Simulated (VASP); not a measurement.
# LuPd2O2 (I4/mmm) in VASP: a series of runs

LuPd2O2 is run at these levels: PBE; tasks: single point, relaxation of cell and atoms.

Program: VASP 6.6.1. These are calculated values, not measurements. Logs are shortened: lines on timing, memory, paths and dates and some standing lists are left out, and cuts for length are marked.

## 1. The cell of the first run

It takes space group I4/mmm (No. 139, tetragonal). Conventional cell: a = 4.279 Å, b = 4.279 Å, c = 8.429 Å, α = 90.00°, β = 90.00°, γ = 90.00°. Within 2.9 Å of Lu (site symmetry 4/mmm) lie 4 O at 2.14 Å and 2 Pd at 2.85 Å. Within 3.4 Å of Pd (site symmetry 4mm) lie 4 O at 2.54 Å and 5 Pd at 2.72 to 3.37 Å and 5 Lu at 2.85 to 3.32 Å. O (site symmetry mmm) has 2 Lu at 2.14 Å and 4 Pd at 2.54 Å within 2.8 Å.

The cell was built from a structure type or drawn by symmetry, and may not be a known phase.

## 2. Single point, PBE

INCAR reads:

```
PREC = Accurate
ENCUT = 520
EDIFF = 1E-6
ISMEAR = 0
SIGMA = 0.1
LREAL = False
LASPH = True
NELM = 100
ALGO = Normal
ISIF = 2
LWAVE = False
LCHARG = False
GGA = PE
NBANDS = 36
```

KPOINTS reads:

```
regular mesh
0
Gamma
  6 6 6
```

POSCAR reads:

```
LuPd2O2
1.0
   -2.1394166049      2.1394166049      4.2146066624
    2.1394166049     -2.1394166049      4.2146066624
    2.1394166049      2.1394166049     -4.2146066624
Lu Pd O
1 2 2
Direct
    0.5000000000      0.5000000000      0.0000000000
    0.8384379626      0.8384379626      0.0000000000
    0.1615620374      0.1615620374      0.0000000000
    0.5000000000      0.0000000000      0.5000000000
    0.0000000000      0.5000000000      0.5000000000
```

Potentials or basis: VASP PAW PBE potentials, release 64 (Lu, Pd, O).

Command:

```bash
$ cat potpaw_PBE.64/Lu/POTCAR potpaw_PBE.64/Pd/POTCAR potpaw_PBE.64/O/POTCAR > POTCAR
$ mpirun -np 1 vasp_std > vasp.out
```

OUTCAR:

```text
PREC = Accurate
   ENCUT = 520
   EDIFF = 1E-6
   ISMEAR = 0
   LREAL = False
   LASPH = True
   NELM = 100
   ISIF = 2
   GGA = PE

 ion  position               nearest neighbor table
   1  0.500  0.500  0.000-   4 2.14   5 2.14   4 2.14   5 2.14   2 2.85   3 2.85   3 3.32   2 3.32
                             3 3.32   2 3.32   3 3.32   2 3.32   3 3.32   2 3.32
   2  0.838  0.838  0.000-   4 2.54   5 2.54   4 2.54   5 2.54   3 2.72   1 2.85   1 3.32   1 3.32
                             1 3.32   1 3.32   3 3.37   3 3.37   3 3.37   3 3.37
   3  0.162  0.162  0.000-   4 2.54   5 2.54   5 2.54   4 2.54   2 2.72   1 2.85   1 3.32   1 3.32
                             1 3.32   1 3.32   2 3.37   2 3.37   2 3.37   2 3.37
   4  0.500  0.000  0.500-   1 2.14   1 2.14   2 2.54   3 2.54   3 2.54   2 2.54
   5  0.000  0.500  0.500-   1 2.14   1 2.14   2 2.54   3 2.54   2 2.54   3 2.54

  LATTYP: Found a body centered tetragonal cell.
 ALAT       =     4.2788332098
 C/A-ratio  =     1.9699794106

  Lattice vectors:

 A1 = (  -2.1394166049,   2.1394166049,   4.2146066624)
 A2 = (   2.1394166049,  -2.1394166049,   4.2146066624)
 A3 = (   2.1394166049,   2.1394166049,  -4.2146066624)

Analysis of symmetry for initial positions (statically):
=====================================================================
 Subroutine PRICEL returns:
 Original cell was already a primitive cell.

 Routine SETGRP: Setting up the symmetry group for a
 body centered tetragonal supercell.

 Subroutine GETGRP returns: Found 16 space group operations
 (whereof 16 operations were pure point group operations)
 out of a pool of 16 trial point group operations.

The static configuration has the point symmetry D_4h.

Analysis of symmetry for dynamics (positions and initial velocities):
=====================================================================
 Subroutine PRICEL returns:
 Original cell was already a primitive cell.

 Routine SETGRP: Setting up the symmetry group for a
 body centered tetragonal supercell.

 Subroutine GETGRP returns: Found 16 space group operations
 (whereof 16 operations were pure point group operations)
 out of a pool of 16 trial point group operations.

The dynamic configuration has the point symmetry D_4h.

 Subroutine INISYM returns: Found 16 space group operations
 (whereof 16 operations are pure point group operations),
 and found     1 'primitive' translations

[... 93 lines left out ...]
   ICHARG =      2    charge: 1-file 2-atom 10-const
   ISPIN  =      1    spin polarized calculation?
   LNONCOLLINEAR =      F non collinear calculations
   LSORBIT =      F    spin-orbit coupling
   LASPH  =      T    aspherical Exc in radial PAW
   ENCUT  =  520.0 eV  38.22 Ry    6.18 a.u.   9.65  9.65  9.65*2*pi/ulx,y,z
   NELM   =    100;   NELMIN=  2; NELMDL= -5     # of ELM steps
   EDIFF  = 0.1E-05   stopping-criterion for ELM
   LREAL  =      F    real-space projection
[... 7 lines left out ...]
   TEBEG  =    0.0;   TEEND  =   0.0 temperature during run
   PSTRESS=    0.0 pullay stress
   NELECT =      57.0000    total number of electrons
   NUPDOWN=      -1.0000    fix difference up-down
   EMIN   =  10.00;   EMAX   =-10.00  energy-range for DOS
   EFERMI =   0.00;   METHOD = LEGACY
   ISMEAR =     0;   SIGMA  =   0.10  broadening in eV -4-tet -1-fermi 0-gaus
   EFERMI_NEDOS =   21; number of points for ismear=-14 and -15
   IALGO  =     38    algorithm
   IMIX   =      4    mixing-type and parameters
     AMIX     =   0.40;   BMIX     =  1.00
     AMIX_MAG =   1.60;   BMIX_MAG =  1.00
  volume/ion in A,a.u.               =      15.43       104.14
  Fermi-wavevector in a.u.,A,eV,Ry     =   1.479894  2.796594 29.797921  2.190085
  Thomas-Fermi vector in A             =   2.593995
   LORBIT       =      0    0 simple, 1 ext, 2 COOP (PROOUT), +10 PAW based schemes
   GGA     = PE    functional components
   LHFCALC =     F    Hartree Fock is set to
   AEXX    =    0.0000 exact exchange contribution
   IVDW    =     0    specifies the selected vdW correction
   LEPSILON=     F    determine dielectric tensor
   LRPA    =     F    only Hartree local field effects (RPA)
 non-spin polarized calculation
 Gauss-broadening in eV      SIGMA  =   0.10
  energy-cutoff  :      520.00
  volume of cell :       77.16
 maximum number of plane-waves:      2088
 NGX is ok and might be reduce to    40
   NGX = 19   NGY = 19   NGZ = 19

 number of electron      57.0000007 magnetization

 Free energy of the ion-electron system (eV)
  ---------------------------------------------------
  ext. energy  EPLUGINS =         0.00000000
  ---------------------------------------------------
  free energy    TOTEN  =       -29.69250935 eV

  energy without entropy =      -29.66345437  energy(sigma->0) =      -29.67798186

 E-fermi :   4.2023     XC(G=0): -11.4724

 val. band max:        4.1939315300   @ k =   0.1667   0.0000   0.0000
 cond. band min:       4.2176241085   @ k =   0.1667   0.0000   0.0000
 fundamental gap:      0.0236925784
 Fermi energy:         4.2023113080

 k-point     1 :       0.0000    0.0000    0.0000
  band No.  band energies     occupation
      1     -49.9950      2.00000
      2     -20.9639      2.00000
      3     -20.8034      2.00000
      4     -20.8034      2.00000
      5     -13.7243      2.00000
      6     -13.3048      2.00000
[... 925 lines left out ...]
     35      10.5480      0.00000
     36      12.7033      0.00000

 [... further k-points ...]

------------------------ aborting loop because EDIFF is reached ----------------------------------------

  FORCE on cell =-STRESS in cart. coord.  units (eV):
  Direction    XX          YY          ZZ          XY          YZ          ZX
  --------------------------------------------------------------------------------------
  -------------------------------------------------------------------------------------
  Total        0.1875619      0.1875619      0.0025430      0.0000000      0.0000000      0.0000000
  in kB        3.8944624      3.8944624      0.0528020      0.0000000      0.0000000      0.0000000
  external PRESSURE =       2.6139090 kB  Pullay stress =       0.0000000 kB

 VOLUME and BASIS-vectors are now :
 -----------------------------------------------------------------------------
  energy-cutoff  :      520.00
  volume of cell :       77.16
      direct lattice vectors                 reciprocal lattice vectors
    -2.139416605  2.139416605  4.214606662     0.000000000  0.233708572  0.118635033
     2.139416605 -2.139416605  4.214606662     0.233708572  0.000000000  0.118635033
     2.139416605  2.139416605 -4.214606662     0.233708572  0.233708572  0.000000000

 POSITION                                       TOTAL-FORCE (eV/Angst)
 -----------------------------------------------------------------------------------
      0.00000      0.00000      4.21461         0.000000      0.000000     -0.000000
      0.00000      0.00000      7.06737        -0.000000     -0.000000      0.021489
      0.00000      0.00000      1.36184         0.000000      0.000000     -0.021489
      0.00000      2.13942      0.00000         0.000000      0.000000     -0.000000
      2.13942      0.00000      0.00000         0.000000      0.000000     -0.000000
 -----------------------------------------------------------------------------------
    total drift:                               -0.000000      0.000000      0.000000

  FREE ENERGIE OF THE ION-ELECTRON SYSTEM (eV)
  ---------------------------------------------------
  free  energy   TOTEN  =       -29.6925093475 eV

  energy  without entropy=      -29.6634543733  energy(sigma->0) =      -29.67798186
```

Run time: 2.8 min. Hardware: 1 thread of Intel Xeon 8259CL, shared host; peak memory 0.3 GiB.

Results:

- Free energy: -29.6925 eV
- Pressure: 0.3 GPa
- Largest force: 0.021 eV/Å
- Band gap on the k mesh: zero (an odd number of electrons rules out a gap without spin polarisation)

Forces in eV/Å, atoms in the order of the input:
```
Lu   0.000  0.000  0.000
Pd   0.000  0.000  0.021
Pd   0.000  0.000 -0.021
O    0.000  0.000  0.000
O    0.000  0.000  0.000
```

Caveat: spin-orbit coupling is left out, which moves the levels of the heavy elements; an odd number of electrons without spin polarisation forces a metal; a magnetic or distorted state may lie lower.

## 3. Single point, PBE

This run uses another cell than the first one, of 16.41 Å³/atom.

INCAR reads:

```
SYSTEM = LuPd2O2
  ALGO = Normal
  EDIFF = 1E-6
  ENCUT = 520
  GGA = PE
  ISIF = 2
  ISMEAR = 0
  LASPH = .True.
  LCHARG = .False.
  LREAL = .False.
  LWAVE = .False.
  NBANDS = 36
  NELM = 60
  PREC = Accurate
  SIGMA = 0.1
```

KPOINTS reads:

```
k-points
0
Gamma
  6 6 6
  0 0 0
```

POSCAR reads:

```
LuPd2O2
1.0
   -2.2390312400      2.2390312400      4.0912399500
    2.2390312400     -2.2390312400      4.0912399500
    2.2390312400      2.2390312400     -4.0912399500
Lu Pd O
1 2 2
Direct
    0.5000000000      0.5000000000      0.0000000000
    0.8398936000      0.8398936000      0.0000000000
    0.1601064000      0.1601064000      0.0000000000
    0.5000000000      0.0000000000      0.5000000000
    0.0000000000      0.5000000000      0.5000000000
```

Potentials or basis: VASP PAW PBE potentials, release 64 (Lu, Pd, O).

Command:

```bash
$ cat potpaw_PBE.64/Lu/POTCAR potpaw_PBE.64/Pd/POTCAR potpaw_PBE.64/O/POTCAR > POTCAR
$ mpirun -np 1 vasp_std > vasp.out
```

Run time: 3.1 min. Hardware: 1 thread of Intel Xeon 8259CL, shared host; peak memory 0.3 GiB.

Results (log left out):

```
Free energy            : -29.4252 eV
Pressure               : -7.4 GPa
Largest force          : 0.092 eV/Å
Band gap on the k mesh : zero (an odd number of electrons rules out a gap without spin polarisation)
```

Forces on the atoms (eV/Å):
```
Lu   0.000  0.000  0.000
Pd   0.000  0.000  0.092
Pd   0.000  0.000 -0.092
O    0.000  0.000  0.000
O    0.000  0.000  0.000
```

Stress tensor (GPa, compression positive):
```
-11.42   0.00   0.00
  0.00 -11.42   0.00
  0.00   0.00   0.70
```

Levels at points of the mesh, in eV from the Fermi level:
| k point | band 26 | band 27 | band 28 | band 29 | band 30 | band 31 |
| --- | --- | --- | --- | --- | --- | --- |
| (0.00, 0.00, 0.00) | -0.72 | -0.08 | -0.06 | -0.06 | 0.22 | 3.37 |
| (0.50, 0.00, 0.00) | -0.57 | -0.57 | -0.43 | -0.26 | 1.20 | 2.47 |
| (0.50, 0.50, 0.00) | -1.03 | -0.68 | -0.20 | 0.34 | 2.13 | 3.03 |
| (0.50, 0.50, 0.50) | -0.58 | -0.58 | -0.17 | 0.17 | 1.91 | 2.73 |

Caveat: the cell stands under tension; spin-orbit coupling is left out, which moves the levels of the heavy elements; an odd number of electrons without spin polarisation forces a metal; a magnetic or distorted state may lie lower.

(Continued in part 2 of 2.)
